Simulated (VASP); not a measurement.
Na3Ga:

```
Ga Na
1.0
     5.27000    0.00000    0.00000
     0.00000    5.27000    0.00000
     0.00000    0.00000    5.27000
Ga Na
1 3
Cartesian
  0.0000 0.0000 0.0000
  2.6350 0.0000 0.0000
  0.0000 0.0000 2.6350
  0.0000 2.6350 0.0000
```

| Quantity | Value |
| --- | --- |
| Program | VASP 6.6.1 |
| Task | relaxation of cell and atoms |
| Functional | PBEsol |
| Potentials or basis | VASP PAW PBE potentials, release 64 (Ga_d, Na_pv) |
| Cutoff | 500 eV |
| k mesh | 4 × 4 × 4 |
| Occupations | fermi-dirac, width 0.05 eV |
| Spin | no spin polarisation |

At the start: pressure 3.8 GPa; volume 36.59 Å³/atom.

Task: How do energy, volume and symmetry change on relaxing?

Result: Over 4 steps the energy falls by 108.4 meV/atom and the volume is 47.58 Å³/atom (+30.0 %); space group Pm-3m (No. 221, to 0.05 Å).

The path:
| step | energy change (eV) | largest force (eV/Å) | pressure (GPa) | volume (Å³) |
| --- | --- | --- | --- | --- |
| 1 | 0.0000 | 0.0000 | 3.83 | 146.36 |
| 2 | -0.3176 | 0.0000 | 1.62 | 165.67 |
| 3 | -0.4279 | 0.0000 | 0.31 | 184.94 |
| 4 | -0.4337 | 0.0000 | 0.04 | 190.30 |

Final structure:
```cif
data_structure
_symmetry_space_group_name_H-M 'P 1'
_symmetry_Int_Tables_number 1
_cell_length_a 5.7520
_cell_length_b 5.7520
_cell_length_c 5.7520
_cell_angle_alpha 90.000
_cell_angle_beta 90.000
_cell_angle_gamma 90.000
_cell_volume 190.30
loop_
_atom_site_label
_atom_site_type_symbol
_atom_site_fract_x
_atom_site_fract_y
_atom_site_fract_z
_atom_site_occupancy
Ga1 Ga 0.00000 0.00000 0.00000 1
Na1 Na 0.50000 0.00000 0.00000 1
Na2 Na 0.00000 0.00000 0.50000 1
Na3 Na 0.00000 0.50000 0.00000 1
```

Caveat: the volume moved by over 15 % at a fixed basis, so the end points are rough; the PAW data sets were made with another functional, which shifts forces and pressure a little.
